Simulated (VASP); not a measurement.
A run of VASP 6.6.1 is set up as follows.

POSCAR

```
Be2C
1.0
    2.1604635391      2.1604635391      0.0000000000
   -2.1604635391      2.1604635391      0.0000000000
    0.0000000000      2.1604635391      2.1604635391
Be C
2 1
Direct
    0.2500000000      0.7500000000      0.5000000000
    0.7500000000      0.2500000000      0.5000000000
    0.0000000000      0.0000000000      0.0000000000
```

Contents of INCAR.step1:

```
ALGO = Normal
EDIFF = 1E-5
ENCUT = 660
GGA = PE
GGA_COMPAT = False
ISMEAR = -1
LASPH = True
LCHARG = False
LREAL = False
LWAVE = True
NBANDS = 11
NELM = 120
PREC = Accurate
SIGMA = 0.1
```

INCAR.step2

```
ALGO = Normal
EDIFF = 1E-6
ENCUT = 660
GGA_COMPAT = False
ISIF = 2
ISMEAR = -1
ISTART = 1
LASPH = True
LCHARG = True
LELF = True
LMIXTAU = True
LREAL = False
LVHAR = True
LWAVE = False
METAGGA = R2SCAN
NBANDS = 11
NELM = 120
PREC = Accurate
SIGMA = 0.1
```

File KPOINTS:

```
k-points
0
Gamma
  14 14 14
```

Potentials or basis: VASP PAW PBE potentials, release 64 (Be, C).

Command:

```bash
$ cat potpaw_PBE.64/Be/POTCAR potpaw_PBE.64/C/POTCAR > POTCAR
$ cp INCAR.step1 INCAR
$ mpirun -np 1 vasp_std > vasp.out
$ cp INCAR.step2 INCAR
$ mpirun -np 1 vasp_std > vasp.out
```

(1) What does it give for the pressure?

(2) What does it give for the band gap on the k mesh?

## Answers

(1) 0.8 GPa.

(2) 1.53 eV (least direct gap 4.63 eV).

Caveat: the PAW data sets were made with another functional, which shifts forces and pressure a little.
